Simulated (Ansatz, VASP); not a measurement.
**KI: VASP beside Ansatz**

INCAR

```
SYSTEM = KI
PREC = Accurate ; ENCUT = 520
EDIFF = 1E-7 ; ISMEAR = 0
SIGMA = 0.05 ; LREAL = .False.
LASPH = .True. ; NELM = 80
ALGO = Normal ; ISIF = 2
LWAVE = .False. ; LCHARG = .True.
GGA = PE ; LELF = .True.
LVHAR = .True. ; NBANDS = 15
```

File KPOINTS:

```
regular mesh
0
Gamma
  6 6 6
  0 0 0
```

POSCAR

```
KI
1.0
    0.0000000000      3.3483225000      3.3483225000
    3.3483225000      0.0000000000      3.3483225000
    3.3483225000      3.3483225000      0.0000000000
K I
1 1
Direct
    0.0000000000      0.0000000000      0.0000000000
    0.5000000000      0.5000000000      0.5000000000
```

Input for Ansatz:

```yaml
crystal:
  lattice:
    - [0.0, 3.3483225, 3.3483225]
    - [3.3483225, 0.0, 3.3483225]
    - [3.3483225, 3.3483225, 0.0]
  atoms:
    - { symbol: K, position: [0.0, 0.0, 0.0] }
    - { symbol: I, position: [0.5, 0.5, 0.5] }
basis:
  ecutwfc: 420
kpoints:
  mp_grid: { grid: [6, 6, 6] }
hamiltonian:
  xc: pbe
scf:
  occupations: { method: gaussian, width: 0.05 }
output:
  forces: true
  stress: true
  eigenvalues: true
```

Change from the starting cell: strain -0.050 along x and y, -0.050 along z, atoms carried along.

Alike in both runs: task single point; functional PBE; k mesh 6 × 6 × 6; occupations gaussian, width 0.05 eV; no spin polarisation.

```csv
,VASP,Ansatz
version,VASP 6.6.1,Ansatz 0.2.0
potentials or method,"VASP PAW PBE potentials, release 64 (K_sv, I), cutoff 520 eV","scalar-relativistic, plane waves, PAW"
valence electrons in the cell,16,26
```

Ansatz gave:

| Quantity | Value |
| --- | --- |
| gap on the k mesh at the Fermi level (eV) | 4.39 |
| least direct gap on the mesh (eV) | 4.39 |
| pressure (GPa) | 3.7 |

Task: Which values does VASP return?

Result: gap on the k mesh at the Fermi level (eV): 4.38; least direct gap on the mesh (eV): 4.38; pressure (GPa): 3.7.

VASP's potentials hold 16 valence electrons a cell and Ansatz's 26, so a difference there can come from the potentials and not from the codes.

Neither program's run includes spin-orbit coupling.
